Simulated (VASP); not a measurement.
# AgI (F-43m) in VASP: further runs

The runs below take AgI through single point, relaxation of cell and atoms, with PBEsol.

Program: VASP 6.6.1. These are calculated values, not measurements. Logs are shortened: lines on timing, memory, paths and dates and some standing lists are left out, and cuts for length are marked.

**1. The cell of the first run**

The structure is cubic, space group F-43m (No. 216). The conventional cell has a = 6.450 Å, b = 6.450 Å, c = 6.450 Å, α = 90.00°, β = 90.00°, γ = 90.00°. Ag (site symmetry -43m) has 4 I at 2.79 Å within 3.7 Å. I (site symmetry -43m) has 4 Ag at 2.79 Å within 3.7 Å.

**2. Single point, PBEsol**

INCAR

```
PREC = Accurate ; ENCUT = 500
EDIFF = 1E-6 ; ISMEAR = 0
SIGMA = 0.01 ; LREAL = F
LASPH = T ; NELM = 120
ALGO = Normal ; ISIF = 2
LWAVE = F ; LCHARG = T
GGA = PS ; LELF = T
LVHAR = T ; NBANDS = 16
GGA_COMPAT = F
```

KPOINTS

```
regular mesh
0
Gamma
  8 8 8
```

POSCAR

```
AgI
1.0
    0.0000000000      3.2250958134      3.2250958134
    3.2250958134      0.0000000000      3.2250958134
    3.2250958134      3.2250958134      0.0000000000
Ag I
1 1
Direct
    0.0000000000      0.0000000000      0.0000000000
    0.7500000000      0.7500000000      0.7500000000
```

Potentials or basis: VASP PAW PBE potentials, release 64 (Ag, I).

Started as:

```console
> cat potpaw_PBE.64/Ag/POTCAR potpaw_PBE.64/I/POTCAR > POTCAR
> mpirun -np 1 vasp_std > vasp.out
```

OUTCAR:

```text
PREC = Accurate
   ENCUT = 500
   EDIFF = 1E-6
   ISMEAR = 0
   LREAL = F
   LASPH = T
   NELM = 120
   ISIF = 2
   GGA = PS

 ion  position               nearest neighbor table
   1  0.000  0.000  0.000-   2 2.79   2 2.79   2 2.79   2 2.79
   2  0.750  0.750  0.750-   1 2.79   1 2.79   1 2.79   1 2.79

  LATTYP: Found a face centered cubic cell.
 ALAT       =     6.4501916268

  Lattice vectors:

 A1 = (   0.0000000000,   3.2250958134,   3.2250958134)
 A2 = (   3.2250958134,   0.0000000000,   3.2250958134)
 A3 = (   3.2250958134,   3.2250958134,   0.0000000000)

Analysis of symmetry for initial positions (statically):
=====================================================================
 Subroutine PRICEL returns:
 Original cell was already a primitive cell.

 Routine SETGRP: Setting up the symmetry group for a
 face centered cubic supercell.

 Subroutine GETGRP returns: Found 24 space group operations
 (whereof 24 operations were pure point group operations)
 out of a pool of 48 trial point group operations.

The static configuration has the point symmetry T_d .

Analysis of symmetry for dynamics (positions and initial velocities):
=====================================================================
 Subroutine PRICEL returns:
 Original cell was already a primitive cell.

 Routine SETGRP: Setting up the symmetry group for a
 face centered cubic supercell.

 Subroutine GETGRP returns: Found 24 space group operations
 (whereof 24 operations were pure point group operations)
 out of a pool of 48 trial point group operations.

The dynamic configuration has the point symmetry T_d .

 Subroutine INISYM returns: Found 24 space group operations
 (whereof 24 operations are pure point group operations),
 and found     1 'primitive' translations

----------------------------------------------------------------------------------------

                                     Primitive cell

  volume of cell :      67.0900

  direct lattice vectors                    reciprocal lattice vectors
     0.000000000  3.225095813  3.225095813    -0.155034154  0.155034154  0.155034154
     3.225095813  0.000000000  3.225095813     0.155034154 -0.155034154  0.155034154
     3.225095813  3.225095813  0.000000000     0.155034154  0.155034154 -0.155034154

  length of vectors
     4.560974239  4.560974239  4.560974239     0.268527031  0.268527031  0.268527031

  position of ions in fractional coordinates (direct lattice)
     0.000000000  0.000000000  0.000000000
     0.750000000  0.750000000  0.750000000

  ion indices of the primitive-cell ions
   primitive index   ion index
                 1           1
                 2           2

----------------------------------------------------------------------------------------

 KPOINTS: regular mesh

Automatic generation of k-mesh.
 Grid dimensions read from file:
 generate k-points for:    8    8    8

 Generating k-lattice:

  Cartesian coordinates                     Fractional coordinates (reciprocal lattice)
    -0.019379269  0.019379269  0.019379269     0.125000000  0.000000000  0.000000000
     0.019379269 -0.019379269  0.019379269     0.000000000  0.125000000  0.000000000
     0.019379269  0.019379269 -0.019379269     0.000000000  0.000000000  0.125000000

  Length of vectors
     0.033565879  0.033565879  0.033565879

  Shift w.r.t. Gamma in fractional coordinates (k-lattice)
     0.000000000  0.000000000  0.000000000

 Subroutine IBZKPT returns following result:
 ===========================================

 Found     29 irreducible k-points:

 Following reciprocal coordinates:
            Coordinates               Weight
  0.000000  0.000000  0.000000      1.000000
  0.125000  0.000000  0.000000      8.000000
  0.250000  0.000000  0.000000      8.000000
  0.375000  0.000000  0.000000      8.000000
  0.500000  0.000000  0.000000      4.000000
  0.125000  0.125000  0.000000      6.000000
[... 16 lines left out ...]
  0.500000  0.250000  0.125000     48.000000
 -0.375000  0.250000  0.125000     24.000000
 [... further k-points ...]
   k-points           NKPTS =     29   k-points in BZ     NKDIM =     29   number of bands    NBANDS=     16
   number of dos      NEDOS =    301   number of ions     NIONS =      2
   total plane-waves  NPLWV =  46656
   dimension x,y,z NGX =    36 NGY =   36 NGZ =   36
   dimension x,y,z NGXF=    72 NGYF=   72 NGZF=   72
   ions per type =               1   1
   NGX,Y,Z   is equivalent  to a cutoff of  13.12, 13.12, 13.12 a.u.
   NGXF,Y,Z  is equivalent  to a cutoff of  26.24, 26.24, 26.24 a.u.
 SYSTEM =  unknown system
   PREC   = accura    normal or accurate (medium, high low for compatibility)
   ISTART =      0    job   : 0-new  1-cont  2-samecut
   ICHARG =      2    charge: 1-file 2-atom 10-const
   ISPIN  =      1    spin polarized calculation?
   LNONCOLLINEAR =      F non collinear calculations
   LSORBIT =      F    spin-orbit coupling
   LASPH  =      T    aspherical Exc in radial PAW
   ENCUT  =  500.0 eV  36.75 Ry    6.06 a.u.   8.32  8.32  8.32*2*pi/ulx,y,z
   NELM   =    120;   NELMIN=  2; NELMDL= -5     # of ELM steps
   EDIFF  = 0.1E-05   stopping-criterion for ELM
   LREAL  =      F    real-space projection
   EDIFFG = 0.1E-04   stopping-criterion for IOM
   NSW    =      0    number of steps for IOM
   IBRION =     -1    ionic relax: 0-MD 1-quasi-New 2-CG
   NFREE  =      0    steps in history (QN), initial steepest desc. (CG)
   ISIF   =      2    stress and relaxation
   ISYM   =      2    0-nonsym 1-usesym 2-fastsym
   POTIM  = 0.5000    time-step for ionic-motion
   TEBEG  =    0.0;   TEEND  =   0.0 temperature during run
   PSTRESS=    0.0 pullay stress
   NELECT =      18.0000    total number of electrons
   NUPDOWN=      -1.0000    fix difference up-down
   EMIN   =  10.00;   EMAX   =-10.00  energy-range for DOS
   EFERMI =   0.00;   METHOD = LEGACY
   ISMEAR =     0;   SIGMA  =   0.01  broadening in eV -4-tet -1-fermi 0-gaus
   EFERMI_NEDOS =   21; number of points for ismear=-14 and -15
   IALGO  =     38    algorithm
   IMIX   =      4    mixing-type and parameters
     AMIX     =   0.40;   BMIX     =  1.00
     AMIX_MAG =   1.60;   BMIX_MAG =  1.00
  volume/ion in A,a.u.               =      33.55       226.37
  Fermi-wavevector in a.u.,A,eV,Ry     =   1.055876  1.995317 15.168792  1.114875
  Thomas-Fermi vector in A             =   2.191091
   LORBIT       =      0    0 simple, 1 ext, 2 COOP (PROOUT), +10 PAW based schemes
   GGA     = PS    functional components
   LHFCALC =     F    Hartree Fock is set to
   AEXX    =    0.0000 exact exchange contribution
   IVDW    =     0    specifies the selected vdW correction
   LEPSILON=     F    determine dielectric tensor
   LRPA    =     F    only Hartree local field effects (RPA)
 non-spin polarized calculation
 Gauss-broadening in eV      SIGMA  =   0.01
  energy-cutoff  :      500.00
  volume of cell :       67.09
 maximum number of plane-waves:      1727
 NGX is ok and might be reduce to    36
   NGX = 17   NGY = 17   NGZ = 17

 number of electron      17.9999998 magnetization

 Free energy of the ion-electron system (eV)
  ---------------------------------------------------
  ext. energy  EPLUGINS =         0.00000000
  ---------------------------------------------------
  free energy    TOTEN  =        -5.45484041 eV

  energy without entropy =       -5.45484041  energy(sigma->0) =       -5.45484041

 E-fermi :   3.2917     XC(G=0):  -8.7327

 val. band max:        3.2386611390   @ k =   0.0000   0.0000   0.0000
 cond. band min:       4.4392222706   @ k =   0.0000   0.0000   0.0000
 fundamental gap:      1.2005611316
 Fermi energy:         3.2916515867

 k-point     1 :       0.0000    0.0000    0.0000
  band No.  band energies     occupation
      1      -9.7263      2.00000
      2      -1.1265      2.00000
      3      -1.1265      2.00000
      4      -1.1265      2.00000
      5       0.0616      2.00000
      6       0.0616      2.00000
[... 8 lines left out ...]
     15      13.2694      0.00000
     16      13.2694      0.00000

 k-point     2 :       0.1250    0.0000    0.0000
  band No.  band energies     occupation
      1      -9.6831      2.00000
      2      -1.1544      2.00000
      3      -1.0986      2.00000
      4      -1.0986      2.00000
      5       0.0575      2.00000
      6       0.0575      2.00000
[... 8 lines left out ...]
     15      12.6308      0.00000
     16      12.6803      0.00000

 k-point     3 :       0.2500    0.0000    0.0000
  band No.  band energies     occupation
      1      -9.5755      2.00000
      2      -1.1897      2.00000
      3      -1.0333      2.00000
      4      -1.0333      2.00000
      5       0.0577      2.00000
      6       0.0577      2.00000
[... 8 lines left out ...]
     15      12.4123      0.00000
     16      12.4718      0.00000

 k-point     4 :       0.3750    0.0000    0.0000
  band No.  band energies     occupation
      1      -9.4631      2.00000
      2      -1.1507      2.00000
      3      -0.9728      2.00000
      4      -0.9728      2.00000
      5       0.0773      2.00000
      6       0.0773      2.00000
[... 8 lines left out ...]
     15      13.1363      0.00000
     16      13.1363      0.00000
[... 324 lines left out ...]
 k-point    22 :       0.3750    0.2500    0.1250
  band No.  band energies     occupation
      1      -9.4941      2.00000
      2      -1.2480      2.00000
      3      -0.9505      2.00000
      4      -0.9292      2.00000
      5       0.0142      2.00000
      6       0.1034      2.00000
[... 8 lines left out ...]
     15      13.6471      0.00000
     16      14.7833      0.00000

 k-point    23 :       0.5000    0.2500    0.1250
  band No.  band energies     occupation
      1      -9.4029      2.00000
      2      -1.1488      2.00000
      3      -0.9326      2.00000
      4      -0.8328      2.00000
      5       0.0488      2.00000
      6       0.0959      2.00000
[... 8 lines left out ...]
     15      14.0518      0.00000
     16      14.5532      0.00000

 k-point    24 :      -0.3750    0.2500    0.1250
  band No.  band energies     occupation
      1      -9.3642      2.00000
      2      -1.0329      2.00000
      3      -0.9548      2.00000
      4      -0.7729      2.00000
      5       0.0225      2.00000
      6       0.1061      2.00000
[... 8 lines left out ...]
     15      13.8253      0.00000
     16      14.5245      0.00000

 [... further k-points ...]
[... 5 lines left out ...]
  --------------------------------------------------------------------------------------
  -------------------------------------------------------------------------------------
  Total       -0.0134783     -0.0134783     -0.0134783     -0.0000000      0.0000000     -0.0000000
  in kB       -0.3218764     -0.3218764     -0.3218764     -0.0000000      0.0000000     -0.0000000
  external PRESSURE =      -0.3218764 kB  Pullay stress =       0.0000000 kB

 VOLUME and BASIS-vectors are now :
 -----------------------------------------------------------------------------
  energy-cutoff  :      500.00
  volume of cell :       67.09
      direct lattice vectors                 reciprocal lattice vectors
     0.000000000  3.225095813  3.225095813    -0.155034154  0.155034154  0.155034154
     3.225095813  0.000000000  3.225095813     0.155034154 -0.155034154  0.155034154
     3.225095813  3.225095813  0.000000000     0.155034154  0.155034154 -0.155034154

 POSITION                                       TOTAL-FORCE (eV/Angst)
 -----------------------------------------------------------------------------------
      0.00000      0.00000      0.00000         0.000000      0.000000      0.000000
      4.83764      4.83764      4.83764        -0.000000     -0.000000     -0.000000
 -----------------------------------------------------------------------------------
    total drift:                               -0.000000     -0.000000     -0.000000

  FREE ENERGIE OF THE ION-ELECTRON SYSTEM (eV)
  ---------------------------------------------------
  free  energy   TOTEN  =        -5.4548404102 eV

  energy  without entropy=       -5.4548404102  energy(sigma->0) =       -5.45484041
```

Run time: 14 s. Hardware: 1 thread of Intel Xeon 6975P-C (Granite Rapids), shared host; peak memory 0.21 GiB.

What came out:

* Free energy: -5.4548 eV
* Pressure: 0.0 GPa
* Band gap on the k mesh: 1.20 eV, direct

Caveat: the PAW data sets were made with another functional, which shifts forces and pressure a little; spin-orbit coupling is left out, which moves the levels of the heavy elements. Expect the measured gap to be larger: semilocal functionals such as PBEsol lack the derivative discontinuity.

**3. Relaxation of cell and atoms, PBEsol**

INCAR

```
PREC     = Accurate       # precision mode
ENCUT    = 500            # plane-wave cutoff, eV
EDIFF    = 1E-7           # SCF threshold, eV
ISMEAR   = 0              # smearing method
SIGMA    = 0.01           # smearing width, eV
LREAL    = F              # projectors in reciprocal space
LASPH    = T              # aspherical terms in the spheres
NELM     = 120            # most SCF steps
ALGO     = Normal         # electronic algorithm
ISIF     = 3              # what is computed and relaxed
LWAVE    = F              # write WAVECAR
LCHARG   = F              # write CHGCAR
GGA      = PS             # functional
IBRION   = 2              # ionic algorithm
NSW      = 80             # ionic steps
EDIFFG   = -0.001         # ionic threshold
GGA_COMPAT= F            
NELMIN   = 4
```

KPOINTS

```
Automatic mesh
0
Gamma
  8 8 8
```

POSCAR is that of step 2.

Potentials or basis: VASP PAW PBE potentials, release 64 (Ag, I).

Started as:

```console
> cat potpaw_PBE.64/Ag/POTCAR potpaw_PBE.64/I/POTCAR > POTCAR
> mpirun -np 1 vasp_std > vasp.out
```

Run time: 27 s. Hardware: 1 thread of Intel Xeon 6975P-C (Granite Rapids), shared host; peak memory 0.22 GiB.

Results (log left out):

```
Free energy                            : -5.4548 eV
Relaxed volume                         : 33.50 Å³/atom
Relaxed cell                           : a = 4.559 Å, b = 4.559 Å, c = 4.559 Å, α = 60.00°, β = 60.00°, γ = 60.00°
Space group after relaxing (to 0.05 Å) : F-43m (No. 216)
Energy gained by relaxing              : 0.0 meV/atom
Ionic steps                            : 4
Pressure after relaxing                : 0.0 GPa
Band gap on the k mesh                 : 1.20 eV, direct
```

Final structure:
```xyz
2
Lattice="0.0000 3.2238 3.2238 3.2238 0.0000 3.2238 3.2238 3.2238 0.0000" Properties=species:S:1:pos:R:3 pbc="T T T"
Ag    0.0000    0.0000    0.0000
I     4.8356    4.8356    4.8356
```

Levels at points of the mesh, in eV from the valence-band top:
```tsv
k point	band 6	band 7	band 8	band 9	band 10	band 11	band 12	band 13
(0.00, 0.00, 0.00)	-3.18	0.00	0.00	0.00	1.20	5.63	5.63	5.63
(0.50, 0.00, 0.00)	-3.15	-3.03	-0.76	-0.76	2.64	6.12	6.12	7.11
(0.50, 0.50, 0.00)	-3.06	-2.71	-1.88	-1.88	3.42	3.75	8.44	9.63
```

Caveat: the PAW data sets were made with another functional, which shifts forces and pressure a little; spin-orbit coupling is left out, which moves the levels of the heavy elements.
